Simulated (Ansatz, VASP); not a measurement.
**Sc3SiF in VASP and in Ansatz**

Contents of INCAR:

```
PREC = Accurate ; ENCUT = 520
EDIFF = 1E-6 ; ISMEAR = 0
SIGMA = 0.1 ; LREAL = F
LASPH = T ; NELM = 100
ALGO = Normal ; ISIF = 2
LWAVE = F ; LCHARG = T
GGA = PE ; LELF = T
LVHAR = T ; NBANDS = 55
```

KPOINTS

```
regular mesh
0
Gamma
  3 3 4
```

Contents of POSCAR:

```
Sc3SiF
1.0
    5.9328845300      0.0000000000      0.0000000000
   -2.9664422700      5.1380287200      0.0000000000
    0.0000000000      0.0000000000      5.0910484100
Sc Si F
6 2 2
Direct
    0.8381692300      0.6763384600      0.2500000000
    0.8381692300      0.1618307700      0.2500000000
    0.6763384600      0.8381692300      0.7500000000
    0.1618307700      0.3236615400      0.7500000000
    0.3236615400      0.1618307700      0.2500000000
    0.1618307700      0.8381692300      0.7500000000
    0.3333333300      0.6666666700      0.2500000000
    0.6666666700      0.3333333300      0.7500000000
    0.0000000000      0.0000000000      0.5000000000
    0.0000000000      0.0000000000      0.0000000000
```

Input for Ansatz:

```yaml
crystal:
  lattice:
    - [5.93288453, 0.0, 0.0]
    - [-2.96644227, 5.13802872, 0.0]
    - [0.0, 0.0, 5.09104841]
  atoms:
    - { symbol: Sc, position: [0.83816923, 0.67633846, 0.25] }
    - { symbol: Sc, position: [0.83816923, 0.16183077, 0.25] }
    - { symbol: Sc, position: [0.67633846, 0.83816923, 0.75] }
    - { symbol: Sc, position: [0.16183077, 0.32366154, 0.75] }
    - { symbol: Sc, position: [0.32366154, 0.16183077, 0.25] }
    - { symbol: Sc, position: [0.16183077, 0.83816923, 0.75] }
    - { symbol: Si, position: [0.33333333, 0.66666667, 0.25] }
    - { symbol: Si, position: [0.66666667, 0.33333333, 0.75] }
    - { symbol: F, position: [0.0, 0.0, 0.5] }
    - { symbol: F, position: [0.0, 0.0, 0.0] }
basis:
  ecutwfc: 420
kpoints:
  mp_grid: { grid: [3, 3, 4] }
hamiltonian:
  xc: pbe
scf:
  occupations: { method: gaussian, width: 0.1 }
  lower_state_search: "off"
output:
  forces: true
  stress: true
  eigenvalues: true
```

Change from the starting cell: species swapped into the TlCoCl3 type (P6_3/mmc, No. 194).

Alike in both runs: task single point; functional PBE; k mesh 3 × 3 × 4; occupations gaussian, width 0.1 eV; no spin polarisation.

|  | VASP | Ansatz |
| --- | --- | --- |
| version | VASP 6.6.1 | Ansatz 0.2.0 |
| potentials or method | VASP PAW PBE potentials, release 64 (Sc_sv, Si, F), cutoff 520 eV | scalar-relativistic, plane waves, PAW |
| valence electrons in the cell | 88 | 88 |

Ansatz gave:

* gap on the k mesh at the Fermi level (eV): none
* pressure (GPa): 12.6
* traceless stress, the component that is largest in VASP (GPa): -5.79
* rms of the force components (eV/Å): 1.869

Question: Which values does VASP return?

Answer: gap on the k mesh at the Fermi level (eV): none; pressure (GPa): 13.1; traceless stress, the component that is largest in VASP (GPa): -5.74; rms of the force components (eV/Å): 1.918.

Atom by atom the forces differ by 0.049 eV/Å (rms over components). A gap of «none» marks a metal or a gap that the smearing closes. With one functional, cell and mesh, what is left measures potentials, basis and numerics.

The k mesh is coarse, so the values compare programs but aren't converged.
